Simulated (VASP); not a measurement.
# Si4B in VASP: further runs, part 2 of 2

VASP 6.6.1. The steps go on from the part before.

### 3 Single point, PBE

This run uses another cell than the first one, of 17.03 Å³/atom.

INCAR

```
  PREC = Accurate
  ENCUT = 520
  EDIFF = 1E-7
  ISMEAR = 0
  SIGMA = 0.1
  LREAL = F
  LASPH = T
  NELM = 60
  ALGO = Normal
  ISIF = 2
  LWAVE = F
  LCHARG = F
  GGA = PE
  NBANDS = 30
```

KPOINTS

```
Automatic mesh
0
Gamma
  8 8 8
```

POSCAR

```
Si4B
1.0
   -4.0807304384      4.0807304384      2.5571535288
    4.0807304384     -4.0807304384      2.5571535288
    4.0807304384      4.0807304384     -2.5571535288
Si B
8 2
Direct
    0.3136899729      0.4086128564      0.2746989297
    0.4363100271      0.8413871436      0.2253010703
    0.1339139267      0.0389910432      0.7253010703
    0.1586128564      0.3839139267      0.5949228834
    0.9610089568      0.6863100271      0.0949228834
    0.6160860733      0.2110089568      0.7746989297
    0.7889910432      0.5636899729      0.4050771166
    0.5913871436      0.8660860733      0.9050771166
    0.0000000000      0.0000000000      0.0000000000
    0.7500000000      0.2500000000      0.5000000000
```

Potentials or basis: VASP PAW PBE potentials, release 64 (Si, B).

Run with:

```bash
$ cat potpaw_PBE.64/Si/POTCAR potpaw_PBE.64/B/POTCAR > POTCAR
$ mpirun -np 1 vasp_std > vasp.out
```

OUTCAR:

```text
PREC = Accurate
   ENCUT = 520
   EDIFF = 1E-7
   ISMEAR = 0
   LREAL = F
   LASPH = T
   NELM = 60
   ISIF = 2
   GGA = PE

 ion  position               nearest neighbor table
   1  0.314  0.409  0.275-   9 2.03   4 2.37   7 2.37   2 2.38
   2  0.436  0.841  0.225-  10 2.03   8 2.37   5 2.37   1 2.38
   3  0.134  0.039  0.725-   9 2.03   7 2.37   4 2.37   6 2.38
   4  0.159  0.384  0.595-  10 2.03   1 2.37   3 2.37   8 2.38
   5  0.961  0.686  0.095-   9 2.03   6 2.37   2 2.37   7 2.38
   6  0.616  0.211  0.775-  10 2.03   5 2.37   8 2.37   3 2.38
   7  0.789  0.564  0.405-  10 2.03   3 2.37   1 2.37   5 2.38
   8  0.591  0.866  0.905-   9 2.03   2 2.37   6 2.37   4 2.38
   9  0.000  0.000  0.000-   5 2.03   8 2.03   1 2.03   3 2.03
  10  0.750  0.250  0.500-   7 2.03   4 2.03   2 2.03   6 2.03

  LATTYP: Found a body centered tetragonal cell.
 ALAT       =     8.1614608768
 C/A-ratio  =     0.6266411289

  Lattice vectors:

 A1 = (  -4.0807304384,   4.0807304384,   2.5571535288)
 A2 = (   4.0807304384,  -4.0807304384,   2.5571535288)
 A3 = (   4.0807304384,   4.0807304384,  -2.5571535288)

Analysis of symmetry for initial positions (statically):
=====================================================================
 Subroutine PRICEL returns:
 Original cell was already a primitive cell.

 Routine SETGRP: Setting up the symmetry group for a
 body centered tetragonal supercell.

 Subroutine GETGRP returns: Found  8 space group operations
 (whereof  4 operations were pure point group operations)
 out of a pool of 16 trial point group operations.

The static configuration has the point symmetry S_4 .
 The point group associated with its full space group is C_4h.

Analysis of symmetry for dynamics (positions and initial velocities):
=====================================================================
 Subroutine PRICEL returns:
[... 152 lines left out ...]
   LHFCALC =     F    Hartree Fock is set to
   AEXX    =    0.0000 exact exchange contribution
   IVDW    =     0    specifies the selected vdW correction
   LEPSILON=     F    determine dielectric tensor
   LRPA    =     F    only Hartree local field effects (RPA)
 non-spin polarized calculation
 Gauss-broadening in eV      SIGMA  =   0.10
  energy-cutoff  :      520.00
  volume of cell :      170.33
 maximum number of plane-waves:      4614
   NGX = 23   NGY = 23   NGZ = 23

 number of electron      38.0000000 magnetization

 Free energy of the ion-electron system (eV)
  ---------------------------------------------------
  ext. energy  EPLUGINS =         0.00000000
  ---------------------------------------------------
  free energy    TOTEN  =       -55.42253628 eV

  energy without entropy =      -55.40785943  energy(sigma->0) =      -55.41519785

 E-fermi :   5.4611     XC(G=0):  -9.7983

 val. band max:        5.4587093041   @ k =  -0.2500   0.2500   0.2500
 cond. band min:       5.4810539515   @ k =  -0.2500  -0.3750   0.0000
 fundamental gap:      0.0223446475
 Fermi energy:         5.4611461677

 k-point     1 :       0.0000    0.0000    0.0000
  band No.  band energies     occupation
      1      -6.2452      2.00000
      2      -2.8829      2.00000
      3      -2.6822      2.00000
      4      -2.6822      2.00000
      5      -2.4394      2.00000
      6      -0.1841      2.00000
[... 781 lines left out ...]
     29      10.7660      0.00000
     30      11.1654      0.00000

 [... further k-points ...]

------------------------ aborting loop because EDIFF is reached ----------------------------------------

  FORCE on cell =-STRESS in cart. coord.  units (eV):
  Direction    XX          YY          ZZ          XY          YZ          ZX
  --------------------------------------------------------------------------------------
  -------------------------------------------------------------------------------------
  Total       -0.0850926     -0.0850926     -0.0938608      0.0000000      0.0000000      0.0000000
  in kB       -0.8004046     -0.8004046     -0.8828807      0.0000001      0.0000000      0.0000000
  external PRESSURE =      -0.8278966 kB  Pullay stress =       0.0000000 kB

 VOLUME and BASIS-vectors are now :
 -----------------------------------------------------------------------------
  energy-cutoff  :      520.00
  volume of cell :      170.33
      direct lattice vectors                 reciprocal lattice vectors
    -4.080730438  4.080730438  2.557153529     0.000000000  0.122527084  0.195529910
     4.080730438 -4.080730438  2.557153529     0.122527084  0.000000000  0.195529910
     4.080730438  4.080730438 -2.557153529     0.122527084  0.122527084  0.000000000

 POSITION                                       TOTAL-FORCE (eV/Angst)
 -----------------------------------------------------------------------------------
      1.50833      0.73362      1.14459         0.002970      0.003392      0.001493
      2.57240     -0.73362      2.69114        -0.002970     -0.003392     -0.001493
      2.57240      3.34711     -1.41256        -0.002970     -0.003392      0.001493
      3.34711      1.50833     -0.13398        -0.003392      0.002970      0.001493
     -0.73362      1.50833      3.96972        -0.003392      0.002970     -0.001493
      1.50833      4.81435      0.13398         0.002970      0.003392     -0.001493
      0.73362      2.57240      2.42317         0.003392     -0.002970      0.001493
      4.81435      2.57240      1.41256         0.003392     -0.002970     -0.001493
      0.00000      0.00000      0.00000         0.000000      0.000000     -0.000000
      0.00000      4.08073      1.27858         0.000000      0.000000     -0.000000
 -----------------------------------------------------------------------------------
    total drift:                               -0.000000      0.000000      0.000000

  FREE ENERGIE OF THE ION-ELECTRON SYSTEM (eV)
  ---------------------------------------------------
  free  energy   TOTEN  =       -55.4225362827 eV

  energy  without entropy=      -55.4078594256  energy(sigma->0) =      -55.41519785
```

stdout:

```text
POSCAR found type information on POSCAR SiB
 POSCAR found :  2 types and      10 ions
 scaLAPACK will be used
 LDA part: xc-table for (Slater+PW92), standard interpolation
 POSCAR, INCAR and KPOINTS ok, starting setup
 FFT: planning ... GRIDC
 FFT: planning ... GRID_SOFT
 FFT: planning ... GRID
 WAVECAR not read
 entering main loop
```

Run time: 3.7 min. Hardware: 1 thread of Intel Xeon 6975P-C (Granite Rapids), shared host; peak memory 0.5 GiB.

What came out:

| Item | Value |
| --- | --- |
| Free energy | -55.4225 eV |
| Pressure | -0.1 GPa |
| Largest force | 0.005 eV/Å |
| Band gap on the k mesh | zero (bands 19 and 20 overlap by 2.16 eV) |

Forces on the atoms (eV/Å):
```
Si   0.003  0.003  0.001
Si  -0.003 -0.003 -0.001
Si  -0.003 -0.003  0.001
Si  -0.003  0.003  0.001
Si  -0.003  0.003 -0.001
Si   0.003  0.003 -0.001
Si   0.003 -0.003  0.001
Si   0.003 -0.003 -0.001
B    0.000  0.000  0.000
B    0.000  0.000  0.000
```

Levels at points of the mesh, in eV from the Fermi level:
```tsv
k point	band 15	band 16	band 17	band 18	band 19	band 20	band 21	band 22	band 23	band 24
(0.00, 0.00, 0.00)	-2.31	-2.31	-2.04	1.08	1.08	1.18	3.61	3.90	3.90	4.44
(0.50, 0.00, 0.00)	-1.59	-1.27	-0.35	-0.32	-0.18	-0.06	3.10	3.74	3.95	3.99
(0.50, 0.50, 0.00)	-1.86	-1.86	-1.11	-1.11	0.09	0.09	1.72	1.72	3.23	3.23
(0.50, 0.50, 0.50)	-1.83	-1.83	-1.13	-1.13	-1.07	-1.07	1.65	1.65	2.77	2.77
```

### 4 Single point, PBE

This run uses another cell than the first one, of 17.03 Å³/atom.

INCAR

```
SYSTEM = Si4B
ALGO     = Normal         ! electronic algorithm
EDIFF    = 1E-6           ! SCF threshold, eV
ENCUT    = 520            ! plane-wave cutoff, eV
GGA      = PE             ! functional
ISIF     = 2              ! what is computed and relaxed
ISMEAR   = 0              ! smearing method
LASPH    = .TRUE.         ! aspherical terms in the spheres
LCHARG   = .FALSE.        ! write CHGCAR
LREAL    = .FALSE.        ! projectors in reciprocal space
LWAVE    = .FALSE.        ! write WAVECAR
NBANDS   = 30             ! bands
NELM     = 60             ! most SCF steps
PREC     = Accurate       ! precision mode
SIGMA    = 0.2            ! smearing width, eV
```

KPOINTS

```
k-points
0
G
  6 6 6
  0 0 0
```

POSCAR

```
Si4B
1.0
   -0.0006434512      0.0013070542      5.1089551970
   -4.0792662903      4.0863063596      2.5557943354
   -4.0808363263     -4.0865515359      2.5541072988
Si B
8 2
Direct
    0.4084808291      0.9055418320      0.7255121395
    0.8414964506      0.5945293673      0.7744856969
    0.0393968256      0.0944993922      0.2745388818
    0.3840722322      0.7744790523      0.4053605245
    0.6860649397      0.2746704788      0.9054094299
    0.2105308516      0.4053321125      0.2255297896
    0.5638413306      0.2254268053      0.5946567772
    0.8661486775      0.7254671128      0.0945549983
   -0.0001828604      0.9999855648      1.0000027722
    0.2501507239      0.5000682821      0.4999489901
```

Run with:

```bash
$ cat potpaw_PBE.64/Si/POTCAR potpaw_PBE.64/B/POTCAR > POTCAR
$ mpirun -np 1 vasp_std > vasp.out
```

Run time: 4.5 min. Hardware: 1 thread of Intel Xeon 6975P-C (Granite Rapids), shared host; peak memory 0.56 GiB.

Results (log left out):

```yaml
Free_energy: -55.4421 eV
Pressure: -0.1 GPa
Largest_force: 0.018 eV/Å
Band_gap_on_the_k_mesh: zero (bands 19 and 20 overlap by 2.16 eV)
```

Forces on the atoms (eV/Å):
```
Si   0.015  0.000  0.003
Si  -0.013  0.000 -0.003
Si  -0.015  0.004  0.009
Si   0.000  0.013  0.002
Si   0.005  0.014 -0.001
Si   0.012 -0.001 -0.006
Si  -0.002 -0.014  0.002
Si  -0.002 -0.014 -0.004
B    0.000 -0.002  0.000
B    0.000  0.000  0.000
```

Stress tensor (GPa, compression positive):
```
-0.08  0.01  0.02
 0.01 -0.19 -0.02
 0.02 -0.02 -0.05
```

Levels at points of the mesh, in eV from the Fermi level:
| k point | band 17 | band 18 | band 19 | band 20 | band 21 | band 22 |
| --- | --- | --- | --- | --- | --- | --- |
| (0.00, 0.00, 0.00) | -2.05 | 1.07 | 1.08 | 1.18 | 3.61 | 3.89 |
| (0.50, 0.00, 0.00) | -0.36 | -0.32 | -0.18 | -0.05 | 3.10 | 3.72 |
| (0.00, 0.50, 0.00) | -1.11 | -1.11 | 0.09 | 0.09 | 1.72 | 1.73 |
| (0.50, 0.50, 0.00) | -0.36 | -0.33 | -0.19 | -0.05 | 3.08 | 3.73 |
| (0.00, 0.00, 0.50) | -1.11 | -1.11 | 0.08 | 0.08 | 1.71 | 1.72 |
| (0.50, 0.00, 0.50) | -0.36 | -0.33 | -0.19 | -0.05 | 3.08 | 3.73 |
| (0.00, 0.50, 0.50) | -1.13 | -1.13 | -1.08 | -1.08 | 1.62 | 1.64 |
| (0.50, 0.50, 0.50) | -0.35 | -0.32 | -0.18 | -0.06 | 3.09 | 3.73 |

### 5 Summary

| task | cell | k mesh | cutoff (eV) | smearing | gap on the mesh (eV) | pressure (GPa) | largest force (eV/Å) |
| --- | --- | --- | --- | --- | --- | --- | --- |
| relaxation of cell and atoms | relaxed from a = 6.045 Å, angles 99.6, 99.6, 131.7°, 10 atoms, atomic positions A | 4 × 4 × 4 | 600 | gaussian 0.2 eV | none | 0.2 | 0.01 |
| single point | a = 6.312 Å, angles 99.4, 99.4, 132.2°, 10 atoms, atomic positions B | 8 × 8 × 8 | 520 | gaussian 0.1 eV | none | -0.1 | - |
| single point | a = 5.109, b = 6.314, c = 6.315 Å, angles 80.7, 66.1, 66.1°, 10 atoms, atomic positions C | 6 × 6 × 6 | 520 | gaussian 0.2 eV | none | -0.1 | 0.02 |

Alike in all rows: level PBE; potentials or basis VASP PAW PBE potentials, release 64 (Si, B); no spin polarisation.

Caveats: some runs use coarse meshes.

Absolute energies hang on the potentials; compare differences alone.

The gap in the log of VASP goes by the Fermi energy; the results here count the filled bands.